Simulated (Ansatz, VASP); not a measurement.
## One calculation of Sr4Ta2O, two programs

```
Sr Ta O
1.0
     3.72973    0.00000    0.00000
     0.00000    3.72973    0.00000
     0.00000    0.00000   14.86150
Sr Ta O
4 2 1
Direct
  0.50000 0.50000 0.98517
  0.00000 0.00000 0.16750
  0.00000 0.00000 0.61614
  0.50000 0.50000 0.38742
  0.00000 0.00000 0.84201
  0.50000 0.50000 0.77217
  0.00000 0.00000 0.98459
```

Alike in both runs: functional PBE; k mesh 5 × 5 × 2; occupations gaussian, width 0.2 eV; no spin polarisation.

Ansatz relaxed the structure, and its values are those at the end. VASP's run is a single point on that final structure, the one shown.

|  | VASP | Ansatz |
| --- | --- | --- |
| version | VASP 6.6.1 | Ansatz 0.2.0 |
| potentials or method | VASP PAW PBE potentials, release 64 (Sr_sv, Ta_pv, O), cutoff 520 eV | scalar-relativistic, plane waves, PAW |
| valence electrons in the cell | 68 | 72 |

```csv
,VASP,Ansatz,Ansatz less VASP
gap on the k mesh at the Fermi level (eV),none,none,-
pressure (GPa),0.6,0.5,-0.11
rms of the force components (eV/Å),0.010,0.012,+0.0026
```

A gap of «none» marks a metal or a gap that the smearing closes. VASP's potentials hold 68 valence electrons a cell and Ansatz's 72, so a difference there can come from the potentials and not from the codes.

Neither program's run includes spin-orbit coupling.
